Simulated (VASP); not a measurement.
Input of a VASP 6.6.1 run:

The input INCAR:

```
SYSTEM = GaAs
PREC     = Accurate       ! precision mode
ENCUT    = 510            ! plane-wave cutoff, eV
EDIFF    = 1E-6           ! SCF threshold, eV
ISMEAR   = -5             ! smearing method
SIGMA    = 0.1            ! smearing width, eV
LREAL    = .False.        ! projectors in reciprocal space
LASPH    = .True.         ! aspherical terms in the spheres
NELM     = 200            ! most SCF steps
ALGO     = Normal         ! electronic algorithm
ISIF     = 2              ! what is computed and relaxed
LWAVE    = .False.        ! write WAVECAR
LCHARG   = .False.        ! write CHGCAR
LDAU     = .True.         ! DFT+U
LDAUTYPE = 2            
LDAUL    = 2 -1           ! shell
LDAUU    = 5 0            ! U, eV
LDAUJ    = 0 0          
LDAUPRINT= 1            
GGA      = PE             ! functional
NBANDS   = 21             ! bands
GGA_COMPAT= .False.
```

KPOINTS

```
Automatic mesh
0
Gamma
  4 4 4
  0 0 0
```

File POSCAR:

```
GaAs
1.0
    0.0000000000      2.8750910496      2.8750910496
    2.8750910496      0.0000000000      2.8750910496
    2.8750910496      2.8750910496      0.0000000000
Ga As
1 1
Direct
    0.0000000000      0.0000000000      0.0000000000
    0.2500000000      0.2500000000      0.2500000000
```

Potentials or basis: VASP PAW PBE potentials, release 64 (Ga_d, As_d).

Command:

```bash
$ cat potpaw_PBE.64/Ga_d/POTCAR potpaw_PBE.64/As_d/POTCAR > POTCAR
$ mpirun -np 1 vasp_std > vasp.out
```

Task: What does it give for the band gap on the k mesh?

Result: 0.30 eV.

Task: Estimate the pressure.

Result: -1.8 GPa.

Eigenvalues of the final occupation matrices:
| site | spin | trace | eigenvalues |
| --- | --- | --- | --- |
| site 1 d | 1 | 5.02 | 1.00 1.00 1.01 1.01 1.01 |
| site 1 d | 2 | 5.02 | 1.00 1.00 1.01 1.01 1.01 |

Caveat: the k points lie up to 0.47 Å⁻¹ apart; semilocal functionals underestimate gaps, and a narrow one can read as zero; the U is typed as a test and isn't derived for this compound.
